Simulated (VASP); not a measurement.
Write the native input for VASP 6.6.1 that does the following.

| Item | Value |
| --- | --- |
| Task | relaxation of cell and atoms |
| Functional | PBEsol |
| Potentials or basis | VASP PAW PBE potentials, release 64 (F) |
| Cutoff | 600 eV |
| k mesh | 21 × 21 × 11 |
| Occupations | fermi-dirac, width 0.05 eV |
| Spin | no spin polarisation |
| Target pressure | 290 GPa |
| Dipole correction | no |
| Further INCAR settings | ALGO = Normal; EDIFF = 1e-06; IBRION = 2; EDIFFG = -0.005; NSW = 60; ISIF = 3 |

The structure of F lies in POSCAR:

```
F
1.0
    1.8689640645      0.0000000000      0.0000000000
   -0.9344820322      1.6185703586      0.0000000000
    0.0000000000      0.0000000000      3.0277217844
F
2
Direct
    0.3333333333      0.6666666667      0.2500000000
    0.6666666667      0.3333333333      0.7500000000
```

One way to write it, as run:

INCAR

```
SYSTEM = F
  PREC = Accurate
  ENCUT = 600
  EDIFF = 1E-6
  ISMEAR = -1
  SIGMA = 0.05
  LREAL = .False.
  LASPH = .True.
  NELM = 80
  ALGO = Normal
  ISIF = 3
  LWAVE = .False.
  LCHARG = .False.
  GGA = PS
  IBRION = 2
  NSW = 60
  EDIFFG = -0.005
  PSTRESS = 2900.0
```

KPOINTS

```
regular mesh
0
Gamma
  21 21 11
  0 0 0
```

Potentials or basis: VASP PAW PBE potentials, release 64 (F).

Run with:

```console
$ cat potpaw_PBE.64/F/POTCAR > POTCAR
$ mpirun -np 1 vasp_std > vasp.out
```

It gave:

| Quantity | Value |
| --- | --- |
| Relaxed volume | 4.62 Å³/atom |
| Relaxed cell | a = 1.802 Å, b = 1.802 Å, c = 3.283 Å, α = 90.00°, β = 90.00°, γ = 120.00° |
| Space group after relaxing (to 0.05 Å) | P6_3/mmc (No. 194) |
| Energy change on relaxing (the enthalpy is what falls) | -85.9 meV/atom |
| Ionic steps | 22 |
| Pressure after relaxing | 290.1 GPa |
| Band gap on the k mesh | zero (band 7 reaches 9.74 eV, above the bottom of band 8 at 4.60 eV) |

Caveat: the cell is relaxed towards a set pressure, so the enthalpy falls and the energy may rise; the PAW data sets were made with another functional, which shifts forces and pressure a little.

Wall time 3.1 min on 1 thread of Intel(R) Xeon(R) Platinum 8488C (Sapphire Rapids), on a shared host, peak memory 0.15 GiB.
